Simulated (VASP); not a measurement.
Runs of VASP 6.6.1 on BaTe. The structure is that of space group Fm-3m (No. 225), or close to it. The cells are those of the table. 

| task | level | cell | k mesh | cutoff (eV) | gap on the mesh (eV) | pressure (GPa) | relaxed volume (Å³/atom) |
| --- | --- | --- | --- | --- | --- | --- | --- |
| single point | r2SCAN+rVV10 | a = 4.961 Å, angles 60.0°, 2 atoms | 6 × 6 × 6 | 550 | 1.84 | 0.5 | - |
| relaxation of cell and atoms | PBEsol | relaxed from a = 5.013 Å, angles 60.0°, 2 atoms | 6 × 6 × 6 | 500 | 1.40 | 0.0 | 42.31 |
| relaxation of cell and atoms | r2SCAN+rVV10 | relaxed from a = 4.908 Å, angles 60.0°, 2 atoms | 6 × 6 × 6 | 550 | 1.87 | 0.0 | (a) |
| single point | PBEsol | a = 4.908 Å, angles 60.0°, 2 atoms | 6 × 6 × 6 | 500 | 1.37 | (b) | - |
| single point | r2SCAN+rVV10 | a = 4.961 Å, angles 60.0°, 2 atoms | 8 × 8 × 8 | 550 | 1.84 | 0.5 | - |

Alike in all rows: potentials or basis VASP PAW PBE potentials, release 64 (Ba_sv, Te); no spin polarisation; smearing fermi-dirac 0.03 eV.

Estimate the missing entries.

(a) 43.78; (b) 0.4.

Caveats: the PAW data sets were made with another functional, which shifts forces and pressure a little; spin-orbit coupling is left out, which moves the levels of the heavy elements.

A k mesh can miss the band edges, and the runs leave out spin-orbit coupling on Ba, Te.
